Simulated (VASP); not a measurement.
Write the native input for VASP 6.6.1 that does the following.

- Task: relaxation of cell and atoms
- Functional: PBE
- Potentials or basis: VASP PAW PBE potentials, release 64 (Zr_sv)
- Cutoff: 600 eV
- k mesh: 6 × 6 × 6
- Occupations: gaussian, width 0.1 eV
- Spin: no spin polarisation
- Dipole correction: no
- Further INCAR settings: ALGO = Normal; EDIFF = 1e-07; IBRION = 2; EDIFFG = -0.04; NSW = 90; ISIF = 3

The structure of Zr lies in POSCAR:

```
Zr
1.0
    1.6976545112      0.9801412890      8.2046577289
   -1.6976545112      0.9801412890      8.2046577289
    0.0000000000     -1.9602825781      8.2046577289
Zr
3
Direct
    0.0000000000      0.0000000000      0.0000000000
    0.2222200000      0.2222200000      0.2222200000
    0.7777800000      0.7777800000      0.7777800000
```

The input as run:

INCAR

```
SYSTEM = Zr
PREC = Accurate
ENCUT = 600
EDIFF = 1E-7
ISMEAR = 0
SIGMA = 0.1
LREAL = .False.
LASPH = .True.
NELM = 100
ALGO = Normal
ISIF = 3
LWAVE = .False.
LCHARG = .False.
GGA = PE
IBRION = 2
NSW = 90
EDIFFG = -0.04
```

KPOINTS

```
Automatic mesh
0
Gamma
  6 6 6
  0 0 0
```

Potentials or basis: VASP PAW PBE potentials, release 64 (Zr_sv).

Launch:

```console
$ cat potpaw_PBE.64/Zr_sv/POTCAR > POTCAR
$ mpirun -np 1 vasp_std > vasp.out
```

Results of the run:

```
Relaxed volume                         : 23.39 Å³/atom
Relaxed cell                           : a = 8.066 Å, b = 8.066 Å, c = 8.066 Å, α = 22.98°, β = 22.98°, γ = 22.98°
Space group after relaxing (to 0.05 Å) : R-3m (No. 166)
Energy gained by relaxing              : 147.0 meV/atom
Ionic steps                            : 6
Pressure after relaxing                : 0.1 GPa
Largest force after relaxing           : 0.019 eV/Å
Band gap on the k mesh                 : zero (band 18 reaches 9.71 eV, above the bottom of band 19 at 8.53 eV)
```

Run time: 26 min on 1 thread of Intel(R) Xeon(R) Platinum 8488C (Sapphire Rapids), on a shared host, peak memory 0.73 GiB.
